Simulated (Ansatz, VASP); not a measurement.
# Two plane-wave programs on TiO2

```
Ti O
1.0
     2.75569   -2.75576   -0.02056
     2.75569    2.75576   -0.02056
    -2.71830    0.00000    5.01250
Ti O
2 4
Direct
  0.12501 0.87499 0.25000
  0.87499 0.12501 0.75000
  0.32409 0.07411 0.64818
  0.67591 0.92589 0.35182
  0.92589 0.67591 0.85182
  0.07411 0.32409 0.14818
```

Alike in both runs: task single point; functional PBE; k mesh 6 × 6 × 6; occupations gaussian, width 0.05 eV; no spin polarisation; Hubbard terms Ti d U = 4.0 eV.

|  | VASP | Ansatz |
| --- | --- | --- |
| version | VASP 6.6.1 | Ansatz 0.2.0 |
| potentials or method | VASP PAW PBE potentials, release 64 (Ti_sv, O), cutoff 520 eV | scalar-relativistic, plane waves, PAW |
| valence electrons in the cell | 48 | 48 |

Ansatz gave:

* gap on the k mesh at the Fermi level (eV): 2.63
* least direct gap on the mesh (eV): 2.80
* pressure (GPa): -7.9
* traceless stress, the component that is largest in VASP (GPa): 3.97
* rms of the force components (eV/Å): 0.256

**Question.** Estimate VASP's values.

**Answer.** gap on the k mesh at the Fermi level (eV): 2.63; least direct gap on the mesh (eV): 2.82; pressure (GPa): -4.5; traceless stress, the component that is largest in VASP (GPa): 4.12; rms of the force components (eV/Å): 0.341.

The programs project onto different local orbitals, so the same U acts differently, and such runs can settle in different states. Atom by atom the forces differ by 0.084 eV/Å (rms over components).
